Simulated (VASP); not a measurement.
# Re in VASP: notebook

Re is run at these levels: PBEsol; tasks: electric field gradients.

Program: VASP 6.6.1. These are calculated values, not measurements. Logs are shortened: lines on timing, memory, paths and dates and some standing lists are left out, and cuts for length are marked.

**1. The cell of the first run**

The structure is cubic, space group Fm-3m (No. 225). The conventional cell has a = 4.027 Å, b = 4.027 Å, c = 4.027 Å, α = 90.00°, β = 90.00°, γ = 90.00°. Within 3.8 Å of Re (site symmetry m-3m) lie 12 Re at 2.85 Å.

**2. Electric field gradients, PBEsol (volume scaled by 1.06)**

The input, INCAR:

```
  PREC = Accurate
  ENCUT = 520
  EDIFF = 1E-8
  ISMEAR = -1
  SIGMA = 0.05
  LREAL = False
  LASPH = True
  NELM = 80
  ALGO = Normal
  ISIF = 2
  LWAVE = False
  LCHARG = False
  GGA = PS
  LEFG = True
  NBANDS = 10
```

The input, KPOINTS:

```
regular mesh
0
Gamma
  14 14 14
```

The input, POSCAR:

```
Re
1.0
    0.0000000000      2.0137353243      2.0137353243
    2.0137353243      0.0000000000      2.0137353243
    2.0137353243      2.0137353243      0.0000000000
Re
1
Direct
    0.0000000000      0.0000000000      0.0000000000
```

Potentials or basis: VASP PAW PBE potentials, release 64 (Re).

Run with:

```
cat potpaw_PBE.64/Re/POTCAR > POTCAR
mpirun -np 1 vasp_std > vasp.out
```

OUTCAR:

```text
PREC = Accurate
   ENCUT = 520
   EDIFF = 1E-8
   ISMEAR = -1
   LREAL = False
   LASPH = True
   NELM = 80
   ISIF = 2
   GGA = PS

 ion  position               nearest neighbor table
   1  0.000  0.000  0.000-

  LATTYP: Found a face centered cubic cell.
 ALAT       =     4.0274706486

  Lattice vectors:

 A1 = (   0.0000000000,   2.0137353243,   2.0137353243)
 A2 = (   2.0137353243,   0.0000000000,   2.0137353243)
 A3 = (   2.0137353243,   2.0137353243,   0.0000000000)

Analysis of symmetry for initial positions (statically):
=====================================================================
 Subroutine PRICEL returns:
 Original cell was already a primitive cell.

 Routine SETGRP: Setting up the symmetry group for a
 face centered cubic supercell.

 Subroutine GETGRP returns: Found 48 space group operations
 (whereof 48 operations were pure point group operations)
 out of a pool of 48 trial point group operations.

The static configuration has the point symmetry O_h .

Analysis of symmetry for dynamics (positions and initial velocities):
=====================================================================
 Subroutine PRICEL returns:
 Original cell was already a primitive cell.

 Routine SETGRP: Setting up the symmetry group for a
 face centered cubic supercell.

 Subroutine GETGRP returns: Found 48 space group operations
 (whereof 48 operations were pure point group operations)
 out of a pool of 48 trial point group operations.

The dynamic configuration has the point symmetry O_h .

 Subroutine INISYM returns: Found 48 space group operations
 (whereof 48 operations are pure point group operations),
 and found     1 'primitive' translations

----------------------------------------------------------------------------------------

                                     Primitive cell

  volume of cell :      16.3319

  direct lattice vectors                    reciprocal lattice vectors
     0.000000000  2.013735324  2.013735324    -0.248294795  0.248294795  0.248294795
     2.013735324  0.000000000  2.013735324     0.248294795 -0.248294795  0.248294795
     2.013735324  2.013735324  0.000000000     0.248294795  0.248294795 -0.248294795

  length of vectors
     2.847851807  2.847851807  2.847851807     0.430059201  0.430059201  0.430059201

  position of ions in fractional coordinates (direct lattice)
     0.000000000  0.000000000  0.000000000

  ion indices of the primitive-cell ions
   primitive index   ion index
                 1           1

----------------------------------------------------------------------------------------

 KPOINTS: regular mesh

Automatic generation of k-mesh.
 Grid dimensions read from file:
 generate k-points for:   14   14   14

 Generating k-lattice:

  Cartesian coordinates                     Fractional coordinates (reciprocal lattice)
    -0.017735343  0.017735343  0.017735343     0.071428571  0.000000000  0.000000000
     0.017735343 -0.017735343  0.017735343     0.000000000  0.071428571  0.000000000
     0.017735343  0.017735343 -0.017735343     0.000000000  0.000000000  0.071428571

  Length of vectors
     0.030718514  0.030718514  0.030718514

  Shift w.r.t. Gamma in fractional coordinates (k-lattice)
     0.000000000  0.000000000  0.000000000

 Subroutine IBZKPT returns following result:
 ===========================================

 Found    104 irreducible k-points:

 Following reciprocal coordinates:
            Coordinates               Weight
  0.000000  0.000000  0.000000      1.000000
  0.071429  0.000000  0.000000      8.000000
  0.142857  0.000000  0.000000      8.000000
  0.214286  0.000000  0.000000      8.000000
  0.285714  0.000000  0.000000      8.000000
  0.357143  0.000000  0.000000      8.000000
[... 16 lines left out ...]
  0.214286  0.142857  0.000000     24.000000
  0.285714  0.142857  0.000000     24.000000
 [... further k-points ...]
   k-points           NKPTS =    104   k-points in BZ     NKDIM =    104   number of bands    NBANDS=     10
   number of dos      NEDOS =    301   number of ions     NIONS =      1
   total plane-waves  NPLWV =  13824
   dimension x,y,z NGX =    24 NGY =   24 NGZ =   24
   dimension x,y,z NGXF=    48 NGYF=   48 NGZF=   48
   ions per type =               1
   NGX,Y,Z   is equivalent  to a cutoff of  14.01, 14.01, 14.01 a.u.
   NGXF,Y,Z  is equivalent  to a cutoff of  28.02, 28.02, 28.02 a.u.
 SYSTEM =  unknown system
   PREC   = accura    normal or accurate (medium, high low for compatibility)
   ISTART =      0    job   : 0-new  1-cont  2-samecut
   ICHARG =      2    charge: 1-file 2-atom 10-const
   ISPIN  =      1    spin polarized calculation?
   LNONCOLLINEAR =      F non collinear calculations
   LSORBIT =      F    spin-orbit coupling
   LASPH  =      T    aspherical Exc in radial PAW
   ENCUT  =  520.0 eV  38.22 Ry    6.18 a.u.   5.30  5.30  5.30*2*pi/ulx,y,z
   NELM   =     80;   NELMIN=  2; NELMDL= -5     # of ELM steps
   EDIFF  = 0.1E-07   stopping-criterion for ELM
   LREAL  =      F    real-space projection
   EDIFFG = 0.1E-06   stopping-criterion for IOM
   NSW    =      0    number of steps for IOM
   IBRION =     -1    ionic relax: 0-MD 1-quasi-New 2-CG
   NFREE  =      0    steps in history (QN), initial steepest desc. (CG)
   ISIF   =      2    stress and relaxation
   ISYM   =      2    0-nonsym 1-usesym 2-fastsym
   POTIM  = 0.5000    time-step for ionic-motion
   TEBEG  =    0.0;   TEEND  =   0.0 temperature during run
   PSTRESS=    0.0 pullay stress
   NELECT =       7.0000    total number of electrons
   NUPDOWN=      -1.0000    fix difference up-down
   EMIN   =  10.00;   EMAX   =-10.00  energy-range for DOS
   EFERMI =   0.00;   METHOD = LEGACY
   ISMEAR =    -1;   SIGMA  =   0.05  broadening in eV -4-tet -1-fermi 0-gaus
   EFERMI_NEDOS =   21; number of points for ismear=-14 and -15
   IALGO  =     38    algorithm
   IMIX   =      4    mixing-type and parameters
     AMIX     =   0.40;   BMIX     =  1.00
     AMIX_MAG =   1.60;   BMIX_MAG =  1.00
  volume/ion in A,a.u.               =      16.33       110.21
  Fermi-wavevector in a.u.,A,eV,Ry     =   1.234322  2.332530 20.729166  1.523551
  Thomas-Fermi vector in A             =   2.369017
   LORBIT       =      0    0 simple, 1 ext, 2 COOP (PROOUT), +10 PAW based schemes
   GGA     = PS    functional components
   LHFCALC =     F    Hartree Fock is set to
   AEXX    =    0.0000 exact exchange contribution
   IVDW    =     0    specifies the selected vdW correction
   LEPSILON=     F    determine dielectric tensor
   LRPA    =     F    only Hartree local field effects (RPA)
 non-spin polarized calculation
  energy-cutoff  :      520.00
  volume of cell :       16.33
 maximum number of plane-waves:       459
 NGX is ok and might be reduce to    24
   NGX = 11   NGY = 11   NGZ = 11

 number of electron       7.0000000 magnetization

 Free energy of the ion-electron system (eV)
  ---------------------------------------------------
  ext. energy  EPLUGINS =         0.00000000
  ---------------------------------------------------
  free energy    TOTEN  =       -13.09453996 eV

  energy without entropy =      -13.08409203  energy(sigma->0) =      -13.08931600

 E-fermi :   6.7197     XC(G=0): -13.2556

 val. band max:        6.6934327942   @ k =  -0.2143   0.2857   0.0714
 cond. band min:       6.7528995330   @ k =  -0.1429   0.1429   0.0000
 fundamental gap:      0.0594667388
 Fermi energy:         6.7197229881

 k-point     1 :       0.0000    0.0000    0.0000
  band No.  band energies     occupation
      1      -2.6910      2.00000
      2       5.0822      2.00000
      3       5.0822      2.00000
      4       5.0822      2.00000
      5       7.7966      0.00000
      6       7.7966      0.00000
      7      20.5727      0.00000
      8      25.6171      0.00000
      9      25.6171      0.00000
     10      25.6171      0.00000

 k-point     2 :       0.0714    0.0000    0.0000
  band No.  band energies     occupation
      1      -2.4803      2.00000
      2       4.9466      2.00000
      3       5.1783      2.00000
      4       5.1783      2.00000
      5       7.7260      0.00000
      6       7.7260      0.00000
      7      20.9689      0.00000
      8      24.5540      0.00000
      9      25.9896      0.00000
     10      25.9896      0.00000
[... 274 lines left out ...]
 k-point    24 :       0.2857    0.1429    0.0000
  band No.  band energies     occupation
      1      -0.0754      2.00000
      2       3.6152      2.00000
      3       5.3429      2.00000
      4       6.1573      1.99997
      5       7.4256      0.00000
      6       8.7581      0.00000
      7      21.3549      0.00000
      8      24.2906      0.00000
      9      26.1100      0.00000
     10      26.9394      0.00000

 [... further k-points ...]
[... 5 lines left out ...]
  --------------------------------------------------------------------------------------
  -------------------------------------------------------------------------------------
  Total       -3.5192813     -3.5192813     -3.5192813      0.0000000      0.0000000      0.0000000
  in kB     -345.2450015   -345.2450015   -345.2450015      0.0000000      0.0000000      0.0000000
  external PRESSURE =    -345.2450015 kB  Pullay stress =       0.0000000 kB

 VOLUME and BASIS-vectors are now :
 -----------------------------------------------------------------------------
  energy-cutoff  :      520.00
  volume of cell :       16.33
      direct lattice vectors                 reciprocal lattice vectors
     0.000000000  2.013735324  2.013735324    -0.248294795  0.248294795  0.248294795
     2.013735324  0.000000000  2.013735324     0.248294795 -0.248294795  0.248294795
     2.013735324  2.013735324  0.000000000     0.248294795  0.248294795 -0.248294795

 POSITION                                       TOTAL-FORCE (eV/Angst)
 -----------------------------------------------------------------------------------
      0.00000      0.00000      0.00000         0.000000     -0.000000     -0.000000
 -----------------------------------------------------------------------------------
    total drift:                                0.000000      0.000000     -0.000000

  FREE ENERGIE OF THE ION-ELECTRON SYSTEM (eV)
  ---------------------------------------------------
  free  energy   TOTEN  =       -13.0945399628 eV

  energy  without entropy=      -13.0840920277  energy(sigma->0) =      -13.08931600

 Electric field gradients (V/A^2)
---------------------------------------------------------------------
 ion       V_xx      V_yy      V_zz      V_xy      V_xz      V_yz
---------------------------------------------------------------------
   1       0.000     0.000    -0.000    -0.000    -0.000    -0.000
---------------------------------------------------------------------

 Electric field gradients after diagonalization (V/A^2)
 (convention: |V_zz| > |V_xx| > |V_yy|)
----------------------------------------------------------------------
 ion       V_xx      V_yy      V_zz     asymmetry (V_yy - V_xx)/ V_zz
----------------------------------------------------------------------
   1       0.000     0.000    -0.000       0.000
----------------------------------------------------------------------

           NMR quadrupolar parameters

 Cq : quadrupolar parameter    Cq=e*Q*V_zz/h
 eta: asymmetry parameters     (V_yy - V_xx)/ V_zz
 Q  : nuclear electric quadrupole moment in mb (millibarn)
----------------------------------------------------------------------
 ion       Cq(MHz)       eta       Q (mb)
----------------------------------------------------------------------
   1      -0.000       0.000       1.000
----------------------------------------------------------------------
```

Run time: 20 s. Hardware: 1 thread of Intel Xeon Platinum 8488C (Sapphire Rapids), shared host; peak memory 0.15 GiB.

Results:

| Item | Value |
| --- | --- |
| Free energy | -13.0945 eV |
| Pressure | -34.5 GPa |

Caveat: without QUAD_EFG the Cq values of the log hold for a quadrupole moment of 1 mb, not for the nuclei; the PAW data sets were made with another functional, which shifts forces and pressure a little; spin-orbit coupling is left out, which moves the levels of the heavy elements.

[end of part 1 of 2]
